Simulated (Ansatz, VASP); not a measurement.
**One calculation of PbI2, two programs**

File INCAR:

```
PREC     = Accurate       # precision mode
ENCUT    = 500            # plane-wave cutoff, eV
EDIFF    = 1E-6           # SCF threshold, eV
ISMEAR   = 0              # smearing method
SIGMA    = 0.05           # smearing width, eV
LREAL    = False          # projectors in reciprocal space
LASPH    = True           # aspherical terms in the spheres
NELM     = 120            # most SCF steps
ALGO     = Normal         # electronic algorithm
ISIF     = 2              # what is computed and relaxed
LWAVE    = False          # write WAVECAR
LCHARG   = True           # write CHGCAR
LELF     = True           # ELF
LVHAR    = True         
NBANDS   = 21             # bands
GGA_COMPAT= False
```

KPOINTS

```
Automatic mesh
0
Gamma
  9 9 6
```

The input POSCAR:

```
PbI2
1.0
    4.6833787650      0.0000000000      0.0000000000
   -2.3416893825      4.0559249860      0.0000000000
    0.0000000000      0.0000000000      6.5997468066
Pb I
1 2
Direct
    0.0000000000      0.0000000000      0.0000000000
    0.3333333333      0.6666666667      0.2650000000
    0.6666666667      0.3333333333      0.7350000000
```

Input for Ansatz:

```yaml
crystal:
  lattice:
    - [4.683378765, 0.0, 0.0]
    - [-2.3416893825, 4.055924986, 0.0]
    - [0.0, 0.0, 6.5997468066]
  atoms:
    - { symbol: Pb, position: [0.0, 0.0, 0.0] }
    - { symbol: I, position: [0.3333333333, 0.6666666667, 0.265] }
    - { symbol: I, position: [0.6666666667, 0.3333333333, 0.735] }
basis:
  ecutwfc: 420
kpoints:
  mp_grid: { grid: [9, 9, 6] }
hamiltonian:
  xc: lda
scf:
  occupations: { method: gaussian, width: 0.05 }
output:
  forces: true
  stress: true
  eigenvalues: true
```

Alike in both runs: task single point; functional LDA; k mesh 9 × 9 × 6; occupations gaussian, width 0.05 eV; no spin polarisation.

```csv
,VASP,Ansatz
version,VASP 6.6.1,Ansatz 0.2.0
potentials or method,"VASP PAW LDA potentials, release 64 (Pb_d, I), cutoff 500 eV","scalar-relativistic, plane waves, PAW"
valence electrons in the cell,28,48
```

VASP gave:

```
gap on the k mesh at the Fermi level (eV)                     : 1.79
least direct gap on the mesh (eV)                             : 1.95
pressure (GPa)                                                : -1.1
traceless stress, the component that is largest in VASP (GPa) : 0.66
rms of the force components (eV/Å)                            : 0.001
```

Q: Estimate Ansatz's values.

A: gap on the k mesh at the Fermi level (eV): 1.80; least direct gap on the mesh (eV): 1.95; pressure (GPa): -1.1; traceless stress, the component that is largest in VASP (GPa): 0.67; rms of the force components (eV/Å): 0.005.

LDA's correlation is that of Perdew and Zunger in VASP and of Perdew and Wang (1992) in Ansatz. Atom by atom the forces differ by 0.005 eV/Å (rms over components). VASP's potentials hold 28 valence electrons a cell and Ansatz's 48, so a difference there can come from the potentials and not from the codes.

Spin-orbit coupling is off throughout.
